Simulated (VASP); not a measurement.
Set up this calculation in VASP 6.6.1, as the native input.

| Quantity | Value |
| --- | --- |
| Task | single point |
| Functional | PBE |
| Potentials or basis | VASP PAW PBE potentials, release 64 (Sn_d, Cl) |
| Cutoff | 520 eV |
| k mesh | 18 × 18 × 10 |
| Occupations | gaussian, width 0.1 eV |
| Spin | no spin polarisation |
| Dipole correction | no |
| Further INCAR settings | ALGO = Normal; EDIFF = 1e-07; NBANDS = 18 |

The structure of SnCl lies in POSCAR:

```
SnCl
1.0
    3.4904168675      0.0000000000      0.0000000000
   -1.7452084338      3.0227896770      0.0000000000
    0.0000000000      0.0000000000      5.3119640578
Sn Cl
1 1
Direct
    0.0000000000      0.0000000000      0.0000000000
    0.0000000000      0.0000000000      0.5000000000
```

The input as run:

INCAR

```
SYSTEM = SnCl
ALGO = Normal
EDIFF = 1E-7
ENCUT = 520
GGA = PE
ISIF = 2
ISMEAR = 0
LASPH = .TRUE.
LCHARG = .FALSE.
LREAL = .FALSE.
LWAVE = .FALSE.
NBANDS = 18
NELM = 80
PREC = Accurate
SIGMA = 0.1
```

KPOINTS

```
k-points
0
G
  18 18 10
  0 0 0
```

Potentials or basis: VASP PAW PBE potentials, release 64 (Sn_d, Cl).

Command:

```sh
$ cat potpaw_PBE.64/Sn_d/POTCAR potpaw_PBE.64/Cl/POTCAR > POTCAR
$ mpirun -np 1 vasp_std > vasp.out
```

It gave:

```yaml
Pressure: -0.1 GPa
```

Caveat: an odd number of electrons without spin polarisation forces a metal; a magnetic or distorted state may lie lower.

Wall time 80 s on 1 thread of Intel(R) Xeon(R) 6975P-C (Granite Rapids), with other jobs on the host, peak memory 0.34 GiB.
